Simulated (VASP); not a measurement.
# AlGaN2 (P-4m2) in VASP: further runs, part 2 of 2

VASP 6.6.1. Earlier steps stand in the parts before.

### Step 4. Single point, r2SCAN (biaxial strain in the a-b plane: +4.0 %)

POSCAR

```
AlGaN2
1.0
    3.2640674822      0.0000000000      0.0000000000
    0.0000000000      3.2640674822      0.0000000000
    0.0000000000      0.0000000000      4.3162201780
Al Ga N
1 1 2
Direct
    0.5000000000      0.5000000000      0.5000000000
    0.0000000000      0.0000000000      0.0000000000
    0.5000000000      0.0000000000      0.7384412897
    0.0000000000      0.5000000000      0.2615587103
```

INCAR.step1

```
PREC = Accurate
ENCUT = 520
ISMEAR = 0
SIGMA = 0.02
LREAL = False
LASPH = True
NELM = 60
NBANDS = 21
GGA = PE
ALGO = Normal
EDIFF = 1E-4
LWAVE = True
LCHARG = False
```

INCAR.step2

```
PREC = Accurate
ENCUT = 520
EDIFF = 1E-7
ISMEAR = 0
SIGMA = 0.02
LREAL = False
LASPH = True
NELM = 60
ALGO = Normal
ISIF = 2
LWAVE = False
LCHARG = False
METAGGA = R2SCAN
LMIXTAU = True
NBANDS = 21
ISTART = 1
```

KPOINTS

```
regular mesh
0
Gamma
  8 8 6
```

Potentials or basis: VASP PAW PBE potentials, release 64 (Al, Ga_d, N).

Run with:

```console
$ cat potpaw_PBE.64/Al/POTCAR potpaw_PBE.64/Ga_d/POTCAR potpaw_PBE.64/N/POTCAR > POTCAR
$ cp INCAR.step1 INCAR
$ mpirun -np 1 vasp_std > vasp.out
$ cp INCAR.step2 INCAR
$ mpirun -np 1 vasp_std > vasp.out
```

OUTCAR:

```text
PREC = Accurate
   ENCUT = 520
   EDIFF = 1E-7
   ISMEAR = 0
   LREAL = False
   LASPH = True
   NELM = 60
   ISIF = 2
   METAGGA = R2SCAN
   ISTART = 1

 ion  position               nearest neighbor table
   1  0.500  0.500  0.500-   3 1.93   4 1.93   3 1.93   4 1.93
   2  0.000  0.000  0.000-   3 1.98   4 1.98   4 1.98   3 1.98
   3  0.500  0.000  0.738-   1 1.93   1 1.93   2 1.98   2 1.98
   4  0.000  0.500  0.262-   1 1.93   1 1.93   2 1.98   2 1.98

  LATTYP: Found a simple tetragonal cell.
 ALAT       =     3.2640674822
 C/A-ratio  =     1.3223440390

  Lattice vectors:

 A1 = (   3.2640674822,   0.0000000000,   0.0000000000)
 A2 = (   0.0000000000,   3.2640674822,   0.0000000000)
 A3 = (   0.0000000000,   0.0000000000,   4.3162201780)

Analysis of symmetry for initial positions (statically):
=====================================================================
 Subroutine PRICEL returns:
 Original cell was already a primitive cell.

 Routine SETGRP: Setting up the symmetry group for a
 simple tetragonal supercell.

 Subroutine GETGRP returns: Found  8 space group operations
 (whereof  8 operations were pure point group operations)
 out of a pool of 16 trial point group operations.

The static configuration has the point symmetry D_2d.

Analysis of symmetry for dynamics (positions and initial velocities):
=====================================================================
 Subroutine PRICEL returns:
 Original cell was already a primitive cell.

 Routine SETGRP: Setting up the symmetry group for a
 simple tetragonal supercell.

 Subroutine GETGRP returns: Found  8 space group operations
 (whereof  8 operations were pure point group operations)
 out of a pool of 16 trial point group operations.

The dynamic configuration has the point symmetry D_2d.
[... 112 lines left out ...]
   TEBEG  =    0.0;   TEEND  =   0.0 temperature during run
   PSTRESS=    0.0 pullay stress
   NELECT =      26.0000    total number of electrons
   NUPDOWN=      -1.0000    fix difference up-down
   EMIN   =  10.00;   EMAX   =-10.00  energy-range for DOS
   EFERMI =   0.00;   METHOD = LEGACY
   ISMEAR =     0;   SIGMA  =   0.02  broadening in eV -4-tet -1-fermi 0-gaus
   EFERMI_NEDOS =   21; number of points for ismear=-14 and -15
   IALGO  =     38    algorithm
   IMIX   =      4    mixing-type and parameters
     AMIX     =   0.40;   BMIX     =  1.00
     AMIX_MAG =   1.60;   BMIX_MAG =  1.00
  volume/ion in A,a.u.               =      11.50        77.58
  Fermi-wavevector in a.u.,A,eV,Ry     =   1.353709  2.558139 24.933060  1.832528
  Thomas-Fermi vector in A             =   2.480942
   LORBIT       =      0    0 simple, 1 ext, 2 COOP (PROOUT), +10 PAW based schemes
   METAGGA = R2SCAN    functional components
   LHFCALC =     F    Hartree Fock is set to
   AEXX    =    0.0000 exact exchange contribution
   IVDW    =     0    specifies the selected vdW correction
   LEPSILON=     F    determine dielectric tensor
   LRPA    =     F    only Hartree local field effects (RPA)
 non-spin polarized calculation
 Gauss-broadening in eV      SIGMA  =   0.02
  energy-cutoff  :      520.00
  volume of cell :       45.99
 maximum number of plane-waves:      1264
   NGX = 13   NGY = 13   NGZ = 17

 number of electron      26.0000027 magnetization

 Free energy of the ion-electron system (eV)
  ---------------------------------------------------
  ext. energy  EPLUGINS =         0.00000000
  ---------------------------------------------------
  free energy    TOTEN  =       -40.95192630 eV

  energy without entropy =      -40.95192630  energy(sigma->0) =      -40.95192630

 E-fermi :   4.9423     XC(G=0): -11.7998

 val. band max:        4.8381210466   @ k =   0.0000   0.0000   0.0000
 cond. band min:       7.8151790002   @ k =   0.0000   0.0000   0.0000
 fundamental gap:      2.9770579536
 Fermi energy:         4.9422677261

 k-point     1 :       0.0000    0.0000    0.0000
  band No.  band energies     occupation
      1     -11.0400      2.00000
      2      -9.6383      2.00000
      3      -8.5029      2.00000
      4      -8.5029      2.00000
      5      -8.4375      2.00000
      6      -8.2908      2.00000
[... 565 lines left out ...]
     20      17.3919      0.00000
     21      17.5846      0.00000

 [... further k-points ...]
[... 5 lines left out ...]
  --------------------------------------------------------------------------------------
  -------------------------------------------------------------------------------------
  Total       -3.5857760     -3.5857760     -1.3665869      0.0000000      0.0000000     -0.0000000
  in kB     -124.9314827   -124.9314827    -47.6130490      0.0000000      0.0000000     -0.0000000
  external PRESSURE =     -99.1586714 kB  Pullay stress =       0.0000000 kB

 VOLUME and BASIS-vectors are now :
 -----------------------------------------------------------------------------
  energy-cutoff  :      520.00
  volume of cell :       45.99
      direct lattice vectors                 reciprocal lattice vectors
     3.264067482  0.000000000  0.000000000     0.306366215  0.000000000  0.000000000
     0.000000000  3.264067482  0.000000000     0.000000000  0.306366215  0.000000000
     0.000000000  0.000000000  4.316220178     0.000000000  0.000000000  0.231684196

 POSITION                                       TOTAL-FORCE (eV/Angst)
 -----------------------------------------------------------------------------------
      1.63203      1.63203      2.15811        -0.000000      0.000000      0.000000
      0.00000      0.00000      0.00000         0.000000     -0.000000      0.000000
      1.63203      0.00000      3.18728        -0.000000     -0.000000     -0.106256
      0.00000      1.63203      1.12894        -0.000000     -0.000000      0.106256
 -----------------------------------------------------------------------------------
    total drift:                                0.000000      0.000000     -0.000000

  FREE ENERGIE OF THE ION-ELECTRON SYSTEM (eV)
  ---------------------------------------------------
  free  energy   TOTEN  =       -40.9519262971 eV

  energy  without entropy=      -40.9519262971  energy(sigma->0) =      -40.95192630
```

OSZICAR.step1:

```text
N       E                     dE             d eps       ncg     rms          rms(c)
DAV:   1     0.175923541785E+03    0.17592E+03   -0.12845E+04  2772   0.180E+03
DAV:   2    -0.910949941562E+01   -0.18503E+03   -0.17326E+03  2722   0.411E+02
DAV:   3    -0.305762077339E+02   -0.21467E+02   -0.21161E+02  2966   0.109E+02
DAV:   4    -0.312226608061E+02   -0.64645E+00   -0.64517E+00  3021   0.205E+01
DAV:   5    -0.312370501516E+02   -0.14389E-01   -0.14388E-01  2953   0.291E+00    0.113E+01
DAV:   6    -0.268924666589E+02    0.43446E+01   -0.14296E+01  3917   0.475E+01    0.378E+00
DAV:   7    -0.269465275321E+02   -0.54061E-01   -0.10024E+00  2620   0.867E+00    0.273E+00
DAV:   8    -0.269474792968E+02   -0.95176E-03   -0.19575E-01  3206   0.469E+00    0.127E+00
DAV:   9    -0.269289981942E+02    0.18481E-01   -0.48021E-02  3592   0.327E+00    0.473E-01
DAV:  10    -0.269289710606E+02    0.27134E-04   -0.69941E-03  2856   0.567E-01    0.100E-01
DAV:  11    -0.269291511234E+02   -0.18006E-03   -0.45833E-04  3226   0.275E-01    0.300E-02
DAV:  12    -0.269291613817E+02   -0.10258E-04   -0.47653E-05  1415   0.875E-02
   1 F= -.26929161E+02 E0= -.26929161E+02  d E =-.209337E-27
```

Run time: 2.9 min. Hardware: 1 thread of Intel Xeon 8259CL, shared host; peak memory 0.2 GiB.

What came out:

```
Free energy            : -40.9519 eV
Pressure               : -9.9 GPa
Largest force          : 0.106 eV/Å
Band gap on the k mesh : 2.98 eV
```

Forces in eV/Å, atoms in the order of the input:
```
Al   0.000  0.000  0.000
Ga   0.000  0.000  0.000
N    0.000  0.000 -0.106
N    0.000  0.000  0.106
```

Stress tensor (GPa, compression positive):
```
-12.49   0.00   0.00
  0.00 -12.49   0.00
  0.00   0.00  -4.76
```

Levels at points of the mesh, in eV from the valence-band top:
| k point | band 11 | band 12 | band 13 | band 14 | band 15 | band 16 |
| --- | --- | --- | --- | --- | --- | --- |
| (0.00, 0.00, 0.00) | -0.04 | -0.04 | 0.00 | 2.98 | 3.89 | 7.38 |
| (0.50, 0.00, 0.00) | -2.45 | -1.20 | -0.87 | 7.15 | 7.53 | 8.15 |
| (0.50, 0.50, 0.00) | -1.98 | -1.98 | -1.94 | 3.97 | 3.97 | 7.08 |
| (0.00, 0.00, 0.50) | -1.70 | -1.12 | -1.12 | 5.72 | 5.92 | 8.06 |
| (0.50, 0.00, 0.50) | -0.72 | -0.64 | -0.29 | 5.33 | 6.79 | 9.72 |
| (0.50, 0.50, 0.50) | -3.16 | -3.03 | -3.03 | 7.08 | 7.08 | 9.12 |

Caveat: the cell differs from its parent crystal (biaxial strain in the a-b plane: +4.0 %); the cell stands under tension; the PAW data sets were made with another functional, which shifts forces and pressure a little.

### Step 5. Single point, r2SCAN (biaxial strain in the a-b plane: +6.0 %)

POSCAR

```
AlGaN2
1.0
    3.3268380107      0.0000000000      0.0000000000
    0.0000000000      3.3268380107      0.0000000000
    0.0000000000      0.0000000000      4.2631518971
Al Ga N
1 1 2
Direct
    0.5000000000      0.5000000000      0.5000000000
    0.0000000000      0.0000000000      0.0000000000
    0.5000000000      0.0000000000      0.7376778971
    0.0000000000      0.5000000000      0.2623221029
```

INCAR.step1

```
SYSTEM = AlGaN2
PREC = Accurate
ENCUT = 520
ISMEAR = 0
SIGMA = 0.02
LREAL = .False.
LASPH = .True.
NELM = 100
NBANDS = 21
GGA = PE
ALGO = Normal
EDIFF = 1E-4
LWAVE = .True.
LCHARG = .False.
```

INCAR.step2

```
SYSTEM = AlGaN2
PREC = Accurate
ENCUT = 520
EDIFF = 1E-7
ISMEAR = 0
SIGMA = 0.02
LREAL = .False.
LASPH = .True.
NELM = 100
ALGO = Normal
ISIF = 2
LWAVE = .False.
LCHARG = .False.
METAGGA = R2SCAN
LMIXTAU = .True.
NBANDS = 21
ISTART = 1
```

KPOINTS

```
Automatic mesh
0
Gamma
  8 8 6
  0 0 0
```

Run with:

```console
$ cat potpaw_PBE.64/Al/POTCAR potpaw_PBE.64/Ga_d/POTCAR potpaw_PBE.64/N/POTCAR > POTCAR
$ cp INCAR.step1 INCAR
$ mpirun -np 1 vasp_std > vasp.out
$ cp INCAR.step2 INCAR
$ mpirun -np 1 vasp_std > vasp.out
```

It took 4.6 min on 1 thread of Intel Xeon 8259CL, shared host; peak memory 0.21 GiB.

The run converged. Its results:

- Free energy: -40.8051 eV
- Pressure: -14.2 GPa
- Largest force: 0.082 eV/Å
- Band gap on the k mesh: 2.69 eV

Forces in eV/Å, atoms in the order of the input:
```
Al   0.000  0.000  0.000
Ga   0.000  0.000  0.000
N    0.000  0.000 -0.082
N    0.000  0.000  0.082
```

Stress tensor (GPa, compression positive):
```
-17.88   0.00   0.00
  0.00 -17.88   0.00
  0.00   0.00  -6.86
```

Levels at points of the mesh, in eV from the valence-band top:
| k point | band 11 | band 12 | band 13 | band 14 | band 15 | band 16 |
| --- | --- | --- | --- | --- | --- | --- |
| (0.00, 0.00, 0.00) | -0.14 | -0.14 | 0.00 | 2.69 | 3.75 | 6.81 |
| (0.50, 0.00, 0.00) | -2.33 | -1.36 | -1.04 | 6.73 | 7.30 | 7.84 |
| (0.50, 0.50, 0.00) | -1.91 | -1.91 | -1.84 | 3.95 | 3.95 | 7.00 |
| (0.00, 0.00, 0.50) | -1.81 | -1.26 | -1.26 | 5.60 | 5.79 | 7.63 |
| (0.50, 0.00, 0.50) | -0.87 | -0.62 | -0.24 | 4.96 | 6.39 | 9.51 |
| (0.50, 0.50, 0.50) | -3.16 | -3.02 | -3.02 | 7.15 | 7.15 | 8.74 |

Caveat: the cell differs from its parent crystal (biaxial strain in the a-b plane: +6.0 %); the cell stands under tension; the PAW data sets were made with another functional, which shifts forces and pressure a little.

### Step 6. Relaxation of cell and atoms, r2SCAN

POSCAR

```
AlGaN2
1.0
    0.0000000000      0.0000000000      4.4223567397
   -3.1385264252      3.1385264252      0.0000000000
   -3.1385264252     -3.1385264252      0.0000000000
Al Ga N
2 2 4
Direct
    0.5000000000      0.5000000000      0.0000000000
    0.5000000000      0.0000000000      0.5000000000
    0.0000000000      0.5000000000      0.5000000000
    0.0000000000      1.0000000000      1.0000000000
    0.7390831718      0.2500000000      0.2500000000
    0.7390831718      0.7500000000      0.7500000000
    0.2609168282      0.2500000000      0.7500000000
    0.2609168282      0.7500000000      0.2500000000
```

INCAR.step1

```
ALGO     = Normal         # electronic algorithm
EDIFF    = 1E-4           # SCF threshold, eV
ENCUT    = 600            # plane-wave cutoff, eV
GGA      = PE             # functional
ISMEAR   = 0              # smearing method
LASPH    = True           # aspherical terms in the spheres
LCHARG   = False          # write CHGCAR
LREAL    = False          # projectors in reciprocal space
LWAVE    = True           # write WAVECAR
NELM     = 100            # most SCF steps
PREC     = Accurate       # precision mode
SIGMA    = 0.02           # smearing width, eV
```

INCAR.step2

```
ALGO     = Normal         # electronic algorithm
EDIFF    = 1E-6           # SCF threshold, eV
EDIFFG   = -0.015         # ionic threshold
ENCUT    = 600            # plane-wave cutoff, eV
IBRION   = 2              # ionic algorithm
ISIF     = 3              # what is computed and relaxed
ISMEAR   = 0              # smearing method
ISTART   = 1            
LASPH    = True           # aspherical terms in the spheres
LCHARG   = False          # write CHGCAR
LMIXTAU  = True         
LREAL    = False          # projectors in reciprocal space
LWAVE    = False          # write WAVECAR
METAGGA  = R2SCAN         # meta-GGA
NELM     = 100            # most SCF steps
NSW      = 80             # ionic steps
PREC     = Accurate       # precision mode
SIGMA    = 0.02           # smearing width, eV
```

KPOINTS

```
k-points
0
Gamma
  6 6 6
```

Potentials or basis: VASP PAW PBE potentials, release 64 (Al, Ga_d, N).

Run with:

```console
$ cat potpaw_PBE.64/Al/POTCAR potpaw_PBE.64/Ga_d/POTCAR potpaw_PBE.64/N/POTCAR > POTCAR
$ cp INCAR.step1 INCAR
$ mpirun -np 1 vasp_std > vasp.out
$ cp INCAR.step2 INCAR
$ mpirun -np 1 vasp_std > vasp.out
```

OUTCAR:

```text
EDIFF = 1E-6
   EDIFFG = -0.015
   ENCUT = 600
   IBRION = 2
   ISIF = 3
   ISMEAR = 0
   ISTART = 1
   LASPH = True
   LREAL = False
   METAGGA = R2SCAN
   NELM = 100
   NSW = 80
   PREC = Accurate

 ion  position               nearest neighbor table
   1  0.500  0.500  0.000-   5 1.89   6 1.89   7 1.89   8 1.89   3 3.13   4 3.13   3 3.13   4 3.13
                             3 3.13   4 3.13   3 3.13   4 3.13   2 3.14   2 3.14   2 3.14   2 3.14
   2  0.500  0.000  0.500-   5 1.89   6 1.89   7 1.89   8 1.89   3 3.13   4 3.13   4 3.13   3 3.13
                             3 3.13   4 3.13   4 3.13   3 3.13   1 3.14   1 3.14   1 3.14   1 3.14
   3  0.000  0.500  0.500-   5 1.95   6 1.95   7 1.95   8 1.95   1 3.13   2 3.13   1 3.13   2 3.13
                             1 3.13   2 3.13   1 3.13   2 3.13
   4  0.000  0.000  0.000-   5 1.95   6 1.95   7 1.95   8 1.95   1 3.13   2 3.13   2 3.13   1 3.13
                             1 3.13   2 3.13   2 3.13   1 3.13
   5  0.739  0.250  0.250-   1 1.89   2 1.89   3 1.95   4 1.95
   6  0.739  0.750  0.750-   1 1.89   2 1.89   3 1.95   4 1.95
   7  0.261  0.250  0.750-   1 1.89   2 1.89   3 1.95   4 1.95
   8  0.261  0.750  0.250-   1 1.89   2 1.89   3 1.95   4 1.95

[... 344 lines left out ...]
  free energy    TOTEN  =       -82.15126618 eV

  energy without entropy =      -82.15126618  energy(sigma->0) =      -82.15126618

 E-fermi :   5.5280     XC(G=0): -12.0639

 val. band max:        5.3738099302   @ k =   0.0000   0.0000   0.0000
 cond. band min:       8.7292094852   @ k =   0.0000   0.0000   0.0000
 fundamental gap:      3.3553995549
 Fermi energy:         5.5279957720

 k-point     1 :       0.0000    0.0000    0.0000
  band No.  band energies     occupation
      1     -10.9064      2.00000
      2      -9.3162      2.00000
      3      -9.2982      2.00000
      4      -9.2982      2.00000
      5      -7.9557      2.00000
      6      -7.9557      2.00000
[... 805 lines left out ...]
     30      13.1304      0.00000
     31      13.2835      0.00000

 [... further k-points ...]
[... 5 lines left out ...]
  --------------------------------------------------------------------------------------
  -------------------------------------------------------------------------------------
  Total       -0.0694755     -0.0694755     -0.0681342      0.0000000     -0.0000000      0.0000000
  in kB       -1.2744892     -1.2744892     -1.2498824      0.0000000     -0.0000000      0.0000000
  external PRESSURE =      -1.2662869 kB  Pullay stress =       0.0000000 kB
[... 23 lines left out ...]
  FREE ENERGIE OF THE ION-ELECTRON SYSTEM (eV)
  ---------------------------------------------------
  free  energy   TOTEN  =       -82.1512661771 eV

  energy  without entropy=      -82.1512661771  energy(sigma->0) =      -82.15126618

 reached required accuracy - stopping structural energy minimisation
```

Run time: 25 min. Hardware: 1 thread of Oxide Virtual Turin-like, shared host; peak memory 0.28 GiB.

Results:

```yaml
Free_energy: -82.1513 eV
Relaxed_volume: 10.92 Å³/atom
Relaxed_cell: a = 4.426 Å, b = 4.442 Å, c = 4.442 Å, α = 90.00°, β = 90.00°, γ = 90.00°
Space_group_after_relaxing_to_0.1_Å: P-4m2 (No. 115)
Energy_gained_by_relaxing: 0.1 meV/atom
Ionic_steps: 4
Pressure_after_relaxing: -0.1 GPa
Largest_force_after_relaxing: 0.014 eV/Å
Band_gap_on_the_k_mesh: 3.36 eV
```

Forces on the atoms (eV/Å):
```
Al   0.000  0.000  0.000
Al   0.000  0.000  0.000
Ga   0.000  0.000  0.000
Ga   0.000  0.000  0.000
N    0.000  0.000 -0.014
N    0.000  0.000 -0.014
N    0.000  0.000  0.014
N    0.000  0.000  0.014
```

The path:
```
step  energy change (eV)  largest force (eV/Å)  pressure (GPa)  volume (Å³)
   1              0.0000                0.0895            0.37        87.12
   2             -0.0005                0.0234           -0.36        87.44
   3             -0.0007                0.0168           -0.10        87.33
   4             -0.0007                0.0139           -0.13        87.34
```

Final structure:
```cif
data_structure
_symmetry_space_group_name_H-M 'P 1'
_symmetry_Int_Tables_number 1
_cell_length_a 4.4265
_cell_length_b 4.4420
_cell_length_c 4.4420
_cell_angle_alpha 90.000
_cell_angle_beta 90.000
_cell_angle_gamma 90.000
_cell_volume 87.34
loop_
_atom_site_label
_atom_site_type_symbol
_atom_site_fract_x
_atom_site_fract_y
_atom_site_fract_z
_atom_site_occupancy
Al1 Al 0.50000 0.50000 0.00000 1
Al2 Al 0.50000 0.00000 0.50000 1
Ga1 Ga 0.00000 0.50000 0.50000 1
Ga2 Ga 0.00000 0.00000 0.00000 1
N1 N 0.73843 0.25000 0.25000 1
N2 N 0.73843 0.75000 0.75000 1
N3 N 0.26157 0.25000 0.75000 1
N4 N 0.26157 0.75000 0.25000 1
```

Levels at points of the mesh, in eV from the valence-band top:
```
           k point  band 22  band 23  band 24  band 25  band 26  band 27  band 28  band 29  band 30  band 31
(0.00, 0.00, 0.00)    -2.31    -2.30    -0.23     0.00     0.00     3.36     3.84     3.84     4.09     6.98
(0.50, 0.00, 0.00)    -2.56    -1.62    -1.62    -0.99    -0.99     5.82     5.98     6.78     6.78     8.67
(0.00, 0.50, 0.00)    -3.04    -1.33    -1.33    -1.25    -1.25     5.77     5.77     6.69     6.69     8.80
(0.50, 0.50, 0.00)    -2.89    -0.97    -0.97    -0.64    -0.64     7.58     7.58     8.20     8.20     8.39
(0.00, 0.50, 0.50)    -2.90    -1.05    -1.05    -0.66    -0.66     7.75     7.75     7.81     7.81     8.74
(0.50, 0.50, 0.50)    -0.91    -0.61    -0.61    -0.54    -0.54     5.80     5.80     7.28     7.28    10.01
```

Caveat: the PAW data sets were made with another functional, which shifts forces and pressure a little.

### Step 7. Summary

| task | cell | k mesh | cutoff (eV) | gap on the mesh (eV) | pressure (GPa) | largest force (eV/Å) |
| --- | --- | --- | --- | --- | --- | --- |
| single point | a = 4.422, b = 4.439, c = 4.439 Å, 8 atoms, atomic positions A | 6 × 6 × 6 | 520 | 3.38 | 0.3 | 0.09 |
| single point | a = 3.327, b = 3.327, c = 4.105 Å, 4 atoms, atomic positions B | 8 × 8 × 6 | 520 | 2.89 | -8.9 | 0.07 |
| single point | a = 3.264, b = 3.264, c = 4.316 Å, 4 atoms, atomic positions B | 8 × 8 × 6 | 520 | 2.98 | -9.9 | 0.11 |
| single point | a = 3.327, b = 3.327, c = 4.263 Å, 4 atoms, atomic positions B | 8 × 8 × 6 | 520 | 2.69 | -14.2 | 0.08 |
| relaxation of cell and atoms | relaxed from a = 4.422, b = 4.439, c = 4.439 Å, 8 atoms, atomic positions A | 6 × 6 × 6 | 600 | 3.36 | -0.1 | 0.01 |

Alike in all rows: level r2SCAN; potentials or basis VASP PAW PBE potentials, release 64 (Al, Ga_d, N); no spin polarisation; smearing gaussian 0.02 eV.

Caveats: the PAW data sets were made with another functional, which shifts forces and pressure a little; the cell stands under tension (at least some runs).

Absolute energies hang on the potentials; compare differences alone.
